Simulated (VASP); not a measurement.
Crystal: HfO2.

```
Hf O
1.0
     3.61685    0.00000    0.00000
     1.80843    3.13228    0.00000
     1.80843    1.04409    2.95315
Hf O
1 2
Direct
  0.00000 0.00000 0.00000
  0.25000 0.25000 0.25000
  0.75000 0.75000 0.75000
```

| Property | Result |
| --- | --- |
| Program | VASP 6.6.1 |
| Task | relaxation of cell and atoms |
| Functional | r2SCAN |
| Dispersion | D4 |
| Potentials or basis | VASP PAW PBE potentials, release 64 (Hf_pv, O) |
| Cutoff | 600 eV |
| k mesh | 6 × 6 × 6 |
| Occupations | gaussian, width 0.01 eV |
| Spin | no spin polarisation |

At the start: pressure -13.5 GPa; volume 11.15 Å³/atom.

**Question.** Where does the relaxation end?

**Answer.** Over 4 steps the energy falls by 25.8 meV/atom and the volume is 10.56 Å³/atom (-5.3 %); space group Fm-3m (No. 225, to 0.05 Å).

The path:
```csv
step,energy change (eV),largest force (eV/Å),pressure (GPa),volume (Å³)
1,0.0000,0.0000,-13.52,33.46
2,0.1377,0.0000,28.82,29.10
3,-0.0774,0.0000,-0.39,31.73
4,-0.0775,0.0000,-0.02,31.69
```

Final structure:
```xyz
3
Lattice="3.5522 0.0000 0.0000 1.7761 3.0763 0.0000 1.7761 1.0254 2.9004" Properties=species:S:1:pos:R:3 pbc="T T T"
Hf    3.5522    0.0000    0.0000
O     1.7761    1.0254    0.7251
O     5.3283    3.0763    2.1753
```

Caveat: the PAW data sets were made with another functional, which shifts forces and pressure a little.
